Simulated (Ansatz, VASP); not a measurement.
# Two plane-wave programs on Al7InAs8

Contents of INCAR:

```
PREC = Accurate ; ENCUT = 600
EDIFF = 1E-7 ; ISMEAR = 0
SIGMA = 0.02 ; LREAL = Auto
LASPH = True ; NELM = 80
ALGO = Normal ; ISIF = 3
LWAVE = False ; LCHARG = False
GGA = PS ; IBRION = 2
NSW = 100 ; EDIFFG = -0.005
```

KPOINTS

```
regular mesh
0
Gamma
  4 4 4
```

File POSCAR:

```
Al7InAs8
1.0
    5.7262083323     -5.7262083323      0.0000000000
    5.7262083323      0.0000000000      5.7262083323
    0.0000000000     -5.7262083323      5.7262083323
In Al As
1 7 8
Direct
    0.5000000000      0.0000000000      0.0000000000
    0.5006032030      0.0006032030      0.4993967970
    0.5006032030      0.4993967970      0.0006032030
    0.5006032030      0.4993967970      0.4993967970
   -0.0006032030      0.0006032030      0.0006032030
   -0.0006032030      0.0006032030      0.4993967970
   -0.0006032030      0.4993967970      0.0006032030
    0.0000000000      0.5000000000      0.5000000000
    0.3694100628      0.3917698117      0.8694100628
    0.3749079205      0.3750306932      0.3750306932
    0.3694100628      0.8694100628      0.8694100628
    0.3694100628      0.8694100628      0.3917698117
    0.8750306932      0.3750306932      0.8749079205
    0.8750306932      0.3750306932      0.3750306932
    0.8917698117      0.8694100628      0.8694100628
    0.8750306932      0.8749079205      0.3750306932
```

Input for Ansatz:

```yaml
crystal:
  lattice:
    - [5.7262083323, -5.7262083323, 0.0]
    - [5.7262083323, 0.0, 5.7262083323]
    - [0.0, -5.7262083323, 5.7262083323]
  atoms:
    - { symbol: In, position: [0.5, 0.0, 0.0] }
    - { symbol: Al, position: [0.500603203, 0.000603203, 0.499396797] }
    - { symbol: Al, position: [0.500603203, 0.499396797, 0.000603203] }
    - { symbol: Al, position: [0.500603203, 0.499396797, 0.499396797] }
    - { symbol: Al, position: [-0.000603203, 0.000603203, 0.000603203] }
    - { symbol: Al, position: [-0.000603203, 0.000603203, 0.499396797] }
    - { symbol: Al, position: [-0.000603203, 0.499396797, 0.000603203] }
    - { symbol: Al, position: [0.0, 0.5, 0.5] }
    - { symbol: As, position: [0.3694100628, 0.3917698117, 0.8694100628] }
    - { symbol: As, position: [0.3749079205, 0.3750306932, 0.3750306932] }
    - { symbol: As, position: [0.3694100628, 0.8694100628, 0.8694100628] }
    - { symbol: As, position: [0.3694100628, 0.8694100628, 0.3917698117] }
    - { symbol: As, position: [0.8750306932, 0.3750306932, 0.8749079205] }
    - { symbol: As, position: [0.8750306932, 0.3750306932, 0.3750306932] }
    - { symbol: As, position: [0.8917698117, 0.8694100628, 0.8694100628] }
    - { symbol: As, position: [0.8750306932, 0.8749079205, 0.3750306932] }
basis:
  ecutwfc: 420
kpoints:
  mp_grid: { grid: [4, 4, 4] }
hamiltonian:
  xc: pbesol
scf:
  occupations: { method: gaussian, width: 0.02 }
output:
  forces: true
  stress: true
  eigenvalues: true
  write_density: true
  write_potential: true
  elf: true
  volumetric_format: npy
relax:
  adjacent_minimum: "off"
  f_tol: 0.005
  max_steps: 80
  cell: { stress_tol: 0.05 }
```

Alike in both runs: task relaxation of cell and atoms; functional PBEsol; k mesh 4 × 4 × 4; occupations gaussian, width 0.02 eV; no spin polarisation.

|  | VASP | Ansatz |
| --- | --- | --- |
| version | VASP 6.6.1 | Ansatz 0.2.0 |
| potentials or method | VASP PAW PBE potentials, release 64 (In_d, Al, As), cutoff 600 eV | scalar-relativistic, plane waves, PAW |
| valence electrons in the cell | 74 | 154 |

|  | VASP | Ansatz | Ansatz less VASP |
| --- | --- | --- | --- |
| gap on the k mesh at the Fermi level, each at its own relaxed structure (eV) | 1.33 | 1.34 | +0.006 |
| relaxed volume (Å³/atom) | 23.53 | 23.44 | -0.086 |
| relaxed cell length with the largest relative difference (Å) | 8.105 | 8.095 | -0.0099 |

VASP's potentials were made for PBE, not for PBEsol. VASP's potentials hold 74 valence electrons a cell and Ansatz's 154, so a difference there can come from the potentials and not from the codes.
